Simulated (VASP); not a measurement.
# Sn3Te2O (P6mm) in VASP: a series of runs, part 2 of 2

VASP 6.6.1. The steps go on from the part before.

### 3 Single point, PBE

This run uses another cell than the first one, of 32.69 Å³/atom.

INCAR

```
ALGO = Normal
EDIFF = 1E-6
ENCUT = 520
GGA = PE
ISIF = 2
ISMEAR = 0
LASPH = T
LCHARG = T
LELF = T
LREAL = F
LVHAR = T
LWAVE = F
NBANDS = 39
NELM = 100
PREC = Accurate
SIGMA = 0.1
```

KPOINTS

```
k-points
0
Gamma
  6 6 8
```

POSCAR

```
Sn3Te2O
1.0
    6.3875284088      0.0000000000      0.0000000000
   -3.1937642044      5.5317618694      0.0000000000
    0.0000000000      0.0000000000      5.5513427991
Sn Te O
3 2 1
Direct
    0.5000000000      0.5000000000      0.5028774076
    0.5000000000      0.0000000000      0.5028774076
    0.0000000000      0.5000000000      0.5028774076
    0.6666666667      0.3333333333      0.0880327479
    0.3333333333      0.6666666667      0.0880327479
    0.0000000000      0.0000000000      0.5089392315
```

Potentials or basis: VASP PAW PBE potentials, release 64 (Sn_d, Te, O).

Started as:

```
> cat potpaw_PBE.64/Sn_d/POTCAR potpaw_PBE.64/Te/POTCAR potpaw_PBE.64/O/POTCAR > POTCAR
> mpirun -np 1 vasp_std > vasp.out
```

OUTCAR:

```text
EDIFF = 1E-6
   ENCUT = 520
   GGA = PE
   ISIF = 2
   ISMEAR = 0
   LASPH = T
   LREAL = F
   NELM = 100
   PREC = Accurate

 ion  position               nearest neighbor table
   1  0.500  0.500  0.503-   4 2.95   5 2.95   2 3.19   2 3.19   3 3.19   3 3.19
   2  0.500  0.000  0.503-   4 2.95   5 2.95   1 3.19   3 3.19   1 3.19   3 3.19
   3  0.000  0.500  0.503-   4 2.95   5 2.95   2 3.19   2 3.19   1 3.19   1 3.19
   4  0.667  0.333  0.088-   2 2.95   3 2.95   1 2.95
   5  0.333  0.667  0.088-   2 2.95   3 2.95   1 2.95
   6  0.000  0.000  0.509-
[... 1216 lines left out ...]
  -------------------------------------------------------------------------------------
  Total       -0.0234930     -0.0234930     -0.0118815     -0.0000000      0.0000000      0.0000000
  in kB       -0.1918908     -0.1918908     -0.0970481     -0.0000000      0.0000000      0.0000000
  external PRESSURE =      -0.1602766 kB  Pullay stress =       0.0000000 kB

 VOLUME and BASIS-vectors are now :
 -----------------------------------------------------------------------------
  energy-cutoff  :      520.00
  volume of cell :      196.15
      direct lattice vectors                 reciprocal lattice vectors
     6.387528409  0.000000000  0.000000000     0.156555077  0.090387116  0.000000000
    -3.193764204  5.531761869  0.000000000     0.000000000  0.180774231  0.000000000
     0.000000000  0.000000000  5.551342799     0.000000000  0.000000000  0.180136597

 POSITION                                       TOTAL-FORCE (eV/Angst)
 -----------------------------------------------------------------------------------
      1.59688      2.76588      2.79164         0.000000      0.000000      0.006771
      3.19376      0.00000      2.79164         0.000000      0.000000      0.006771
     -1.59688      2.76588      2.79164        -0.000000      0.000000      0.006771
      3.19376      1.84392      0.48870         0.000000      0.000000     -0.009289
     -0.00000      3.68784      0.48870        -0.000000      0.000000     -0.009289
      0.00000      0.00000      2.82530        -0.000000     -0.000000     -0.001736
 -----------------------------------------------------------------------------------
    total drift:                               -0.000001     -0.000002     -0.001457

  FREE ENERGIE OF THE ION-ELECTRON SYSTEM (eV)
  ---------------------------------------------------
  free  energy   TOTEN  =       -21.0961990047 eV

  energy  without entropy=      -21.0744364572  energy(sigma->0) =      -21.08531773
```

stdout:

```text
POSCAR found type information on POSCAR SnTeO
 POSCAR found :  3 types and       6 ions
 scaLAPACK will be used
 LDA part: xc-table for (Slater+PW92), standard interpolation
 POSCAR, INCAR and KPOINTS ok, starting setup
 FFT: planning ... GRIDC
 FFT: planning ... GRID_SOFT
 FFT: planning ... GRID
 WAVECAR not read
 entering main loop
```

Wall time 2.9 min (1 thread of Intel Xeon 6975P-C (Granite Rapids), shared host); peak memory 0.44 GiB.

Results:

```yaml
Free_energy: -21.0962 eV
Pressure: 0.0 GPa
Largest_force: 0.009 eV/Å
Band_gap_on_the_k_mesh: zero (bands 30 and 31 overlap by 0.25 eV)
```

Forces on the atoms (eV/Å):
```
Sn   0.000  0.000  0.007
Sn   0.000  0.000  0.007
Sn   0.000  0.000  0.007
Te   0.000  0.000 -0.009
Te   0.000  0.000 -0.009
O    0.000  0.000 -0.002
```

Caveat: semilocal functionals underestimate gaps, so a narrow gap can read as zero; spin-orbit coupling is left out, which moves the levels of the heavy elements.

### 4 Relaxation of cell and atoms, PBE

This run uses another cell than the first one, of 32.65 Å³/atom.

INCAR

```
SYSTEM = Sn3Te2O
PREC = Accurate
ENCUT = 600
EDIFF = 1E-6
ISMEAR = 0
SIGMA = 0.1
LREAL = .FALSE.
LASPH = .TRUE.
NELM = 80
ALGO = Normal
ISIF = 3
LWAVE = .FALSE.
LCHARG = .FALSE.
GGA = PE
IBRION = 2
NSW = 100
EDIFFG = -0.01
```

KPOINTS

```
regular mesh
0
G
  6 6 8
  0 0 0
```

POSCAR

```
Sn3Te2O
1.0
    6.3829191415      0.0000000000      0.0000000000
   -3.1914595708      5.5277701269      0.0000000000
    0.0000000000      0.0000000000      5.5520518821
Sn Te O
3 2 1
Direct
    0.5000000000      0.5000000000      0.5008742218
    0.5000000000      0.0000000000      0.5008742218
    0.0000000000      0.5000000000      0.5008742218
    0.6666666667      0.3333333333      0.0858933968
    0.3333333333      0.6666666667      0.0858933968
    0.0000000000      0.0000000000      0.5192274911
```

Started as:

```
> cat potpaw_PBE.64/Sn_d/POTCAR potpaw_PBE.64/Te/POTCAR potpaw_PBE.64/O/POTCAR > POTCAR
> mpirun -np 1 vasp_std > vasp.out
```

It took 18 min on 1 thread of Intel Xeon 6975P-C (Granite Rapids), shared host; peak memory 0.58 GiB.

The run converged. Its results:

```
Free energy                           : -21.0973 eV
Relaxed volume                        : 32.21 Å³/atom
Relaxed cell                          : a = 6.352 Å, b = 6.352 Å, c = 5.530 Å, α = 90.00°, β = 90.00°, γ = 120.00°
Space group after relaxing (to 0.1 Å) : P6mm (No. 183)
Energy gained by relaxing             : 0.3 meV/atom
Ionic steps                           : 10
Pressure after relaxing               : 0.0 GPa
Largest force after relaxing          : 0.005 eV/Å
Band gap on the k mesh                : zero (bands 30 and 31 overlap by 0.34 eV)
```

Forces in eV/Å, atoms in the order of the input:
```
Sn   0.000  0.000  0.000
Sn   0.000  0.000  0.000
Sn   0.000  0.000  0.000
Te   0.000  0.000 -0.002
Te   0.000  0.000 -0.002
O    0.000  0.000  0.005
```

The path:
```
step  energy change (eV)  largest force (eV/Å)  pressure (GPa)  volume (Å³)
   1              0.0000                0.0492            0.00       195.89
   2             -0.0003                0.0436           -0.03       195.91
   3             -0.0006                0.0382           -0.13       195.93
   4             -0.0007                0.0358           -0.11       195.79
   5             -0.0011                0.0304           -0.07       195.38
   6             -0.0016                0.0214           -0.01       194.55
   7             -0.0016                0.0353            0.15       192.90
   8             -0.0017                0.0196            0.08       193.72
   9             -0.0019                0.0114            0.04       193.54
  10             -0.0020                0.0046            0.00       193.28
```

Final structure:
```
Sn Te O
1.0
     6.35248    0.00000    0.00000
    -3.17624    5.50141    0.00000
     0.00000    0.00000    5.53047
Sn Te O
3 2 1
Cartesian
  1.5881 2.7507 2.7923
  0.0000 5.5014 2.7923
  -1.5881 2.7507 2.7923
  3.1762 1.8338 0.4623
  0.0000 3.6676 0.4623
  0.0000 0.0000 2.8303
```

Levels at points of the mesh, in eV from the Fermi level:
| k point | band 28 | band 29 | band 30 | band 31 | band 32 | band 33 |
| --- | --- | --- | --- | --- | --- | --- |
| (0.00, 0.00, 0.00) | -0.95 | -0.36 | -0.36 | -0.13 | 1.54 | 1.54 |
| (0.50, 0.00, 0.00) | -0.69 | -0.54 | -0.20 | 0.06 | 1.36 | 1.50 |
| (0.00, 0.00, 0.50) | -0.52 | -0.52 | -0.15 | 1.32 | 1.32 | 1.83 |
| (0.50, 0.00, 0.50) | -0.28 | -0.14 | -0.01 | 0.73 | 1.85 | 2.08 |

Caveat: semilocal functionals underestimate gaps, so a narrow gap can read as zero; spin-orbit coupling is left out, which moves the levels of the heavy elements.

### 5 The runs side by side

```tsv
task	cell	k mesh	cutoff (eV)	gap on the mesh (eV)	pressure (GPa)	relaxed volume (Å³/atom)	largest force (eV/Å)
relaxation of cell and atoms	relaxed from a = 6.284, b = 6.284, c = 4.413 Å, angles 90.0, 90.0, 120.0°, 6 atoms, atomic positions A	3 × 3 × 4	600	none	-0.1	33.28	0.02
single point	a = 6.388, b = 6.388, c = 5.551 Å, angles 90.0, 90.0, 120.0°, 6 atoms, atomic positions B	6 × 6 × 8	520	none	0.0	-	0.01
relaxation of cell and atoms	relaxed from a = 6.383, b = 6.383, c = 5.552 Å, angles 90.0, 90.0, 120.0°, 6 atoms, atomic positions C	6 × 6 × 8	600	none	0.0	32.21	-
```

Alike in all rows: level PBE; potentials or basis VASP PAW PBE potentials, release 64 (Sn_d, Te, O); no spin polarisation; smearing gaussian 0.1 eV.

Caveats: some runs use coarse meshes; semilocal functionals underestimate gaps, so a narrow gap can read as zero; spin-orbit coupling is left out, which moves the levels of the heavy elements; the volume moved by over 15 % at a fixed basis, so the end points are rough (at least some runs).

Absolute energies hang on the potentials; compare differences alone.
